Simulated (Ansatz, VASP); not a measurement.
# HfO3: VASP beside Ansatz

The input INCAR:

```
SYSTEM = HfO3
PREC = Accurate
ENCUT = 600
EDIFF = 1E-6
ISMEAR = 0
SIGMA = 0.1
LREAL = .FALSE.
LASPH = .TRUE.
NELM = 80
ALGO = Normal
ISIF = 3
LWAVE = .FALSE.
LCHARG = .FALSE.
GGA = PE
IBRION = 2
NSW = 90
EDIFFG = -0.04
```

KPOINTS

```
Automatic mesh
0
G
  8 8 8
  0 0 0
```

The input POSCAR:

```
HfO3
1.0
   -1.7142357600      1.7142357600      3.4670054400
    1.7142357600     -1.7142357600      3.4670054400
    1.7142357600      1.7142357600     -3.4670054400
Hf O
1 3
Direct
    0.0000000000      0.0000000000      0.0000000000
    0.7500000000      0.2500000000      0.5000000000
    0.2500000000      0.7500000000      0.5000000000
    0.5000000000      0.5000000000      0.0000000000
```

Input for Ansatz:

```yaml
crystal:
  lattice:
    - [-1.71423576, 1.71423576, 3.46700544]
    - [1.71423576, -1.71423576, 3.46700544]
    - [1.71423576, 1.71423576, -3.46700544]
  atoms:
    - { symbol: Hf, position: [0.0, 0.0, 0.0] }
    - { symbol: O, position: [0.75, 0.25, 0.5] }
    - { symbol: O, position: [0.25, 0.75, 0.5] }
    - { symbol: O, position: [0.5, 0.5, 0.0] }
basis:
  ecutwfc: 420
kpoints:
  mp_grid: { grid: [8, 8, 8] }
hamiltonian:
  xc: pbe
scf:
  occupations: { method: gaussian, width: 0.1 }
  lower_state_search: "off"
output:
  forces: true
  stress: true
  eigenvalues: true
relax:
  adjacent_minimum: "off"
  f_tol: 0.04
  max_steps: 70
  cell: { stress_tol: 0.4 }
```

Change from the starting cell: species swapped into the ZnAg3 type (I4/mmm, No. 139).

Alike in both runs: task relaxation of cell and atoms; functional PBE; k mesh 8 × 8 × 8; occupations gaussian, width 0.1 eV; no spin polarisation.

|  | VASP | Ansatz |
| --- | --- | --- |
| version | VASP 6.6.1 | Ansatz 0.2.0 |
| potentials or method | VASP PAW PBE potentials, release 64 (Hf_pv, O), cutoff 600 eV | scalar-relativistic, plane waves, PAW |
| valence electrons in the cell | 28 | 44 |

|  | VASP | Ansatz | Ansatz less VASP |
| --- | --- | --- | --- |
| gap on the k mesh at the Fermi level, each at its own relaxed structure (eV) | none | none | - |
| relaxed volume (Å³/atom) | 9.03 | 9.16 | +0.129 |
| relaxed length of the cell vector where the two differ most in proportion (Å) | 4.189 | 4.205 | +0.0159 |

A gap of «none» marks a metal or a gap that the smearing closes. VASP's potentials hold 28 valence electrons a cell and Ansatz's 44, so a difference there can come from the potentials and not from the codes.

Spin-orbit coupling is off throughout.
